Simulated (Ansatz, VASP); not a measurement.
## One calculation of Al3GaN4, two programs

File INCAR:

```
SYSTEM = Al3GaN4
PREC     = Accurate       ! precision mode
ENCUT    = 520            ! plane-wave cutoff, eV
EDIFF    = 1E-6           ! SCF threshold, eV
ISMEAR   = 0              ! smearing method
SIGMA    = 0.05           ! smearing width, eV
LREAL    = .FALSE.        ! projectors in reciprocal space
LASPH    = .TRUE.         ! aspherical terms in the spheres
NELM     = 60             ! most SCF steps
ALGO     = Normal         ! electronic algorithm
ISIF     = 2              ! what is computed and relaxed
LWAVE    = .FALSE.        ! write WAVECAR
LCHARG   = .FALSE.        ! write CHGCAR
GGA      = PS             ! functional
NBANDS   = 31             ! bands
```

File KPOINTS:

```
regular mesh
0
G
  6 6 6
  0 0 0
```

Contents of POSCAR:

```
Al3GaN4
1.0
    4.4673482581      0.0000000000      0.0000000000
    0.0000000000      4.4673482581      0.0000000000
    0.0000000000      0.0000000000      4.7465575242
Al Ga N
3 1 4
Direct
    0.5000000000      0.5000000000      0.0000000000
    0.5000000000      0.0000000000      0.5000000000
    0.0000000000      0.5000000000      0.5000000000
    0.0000000000      0.0000000000      0.0000000000
    0.7447140287      0.7447140287      0.2552859713
    0.7447140287      0.2552859713      0.7447140287
    0.2552859713      0.7447140287      0.7447140287
    0.2552859713      0.2552859713      0.2552859713
```

Input for Ansatz:

```yaml
crystal:
  lattice:
    - [4.4673482581, 0.0, 0.0]
    - [0.0, 4.4673482581, 0.0]
    - [0.0, 0.0, 4.7465575242]
  atoms:
    - { symbol: Al, position: [0.5, 0.5, 0.0] }
    - { symbol: Al, position: [0.5, 0.0, 0.5] }
    - { symbol: Al, position: [0.0, 0.5, 0.5] }
    - { symbol: Ga, position: [0.0, 0.0, 0.0] }
    - { symbol: "N", position: [0.7447140287, 0.7447140287, 0.2552859713] }
    - { symbol: "N", position: [0.7447140287, 0.2552859713, 0.7447140287] }
    - { symbol: "N", position: [0.2552859713, 0.7447140287, 0.7447140287] }
    - { symbol: "N", position: [0.2552859713, 0.2552859713, 0.2552859713] }
basis:
  ecutwfc: 520.0
kpoints:
  mp_grid: { grid: [6, 6, 6] }
hamiltonian:
  xc: pbesol
scf:
  occupations: { method: gaussian, width: 0.05 }
output:
  forces: true
  stress: true
  eigenvalues: true
```

Alike in both runs: task single point; functional PBEsol; k mesh 6 × 6 × 6; occupations gaussian, width 0.05 eV; no spin polarisation.

|  | VASP | Ansatz |
| --- | --- | --- |
| version | VASP 6.6.1 | Ansatz 0.2.0 |
| potentials or method | VASP PAW PBE potentials, release 64 (Al, Ga_d, N), cutoff 520 eV | scalar-relativistic, plane waves, PAW |
| valence electrons in the cell | 42 | 42 |

|  | VASP | Ansatz | Ansatz less VASP |
| --- | --- | --- | --- |
| gap on the k mesh at the Fermi level (eV) | 2.51 | 2.50 | -0.010 |
| least direct gap on the mesh (eV) | 2.52 | 2.51 | -0.010 |
| pressure (GPa) | -16.6 | -16.5 | +0.10 |
| traceless stress, the component that is largest in VASP (GPa) | -6.28 | -6.27 | +0.016 |
| rms of the force components (eV/Å) | 0.019 | 0.019 | +0.0001 |

VASP's potentials were made for PBE, not for PBEsol. Atom by atom the forces differ by 0.001 eV/Å (rms over components).
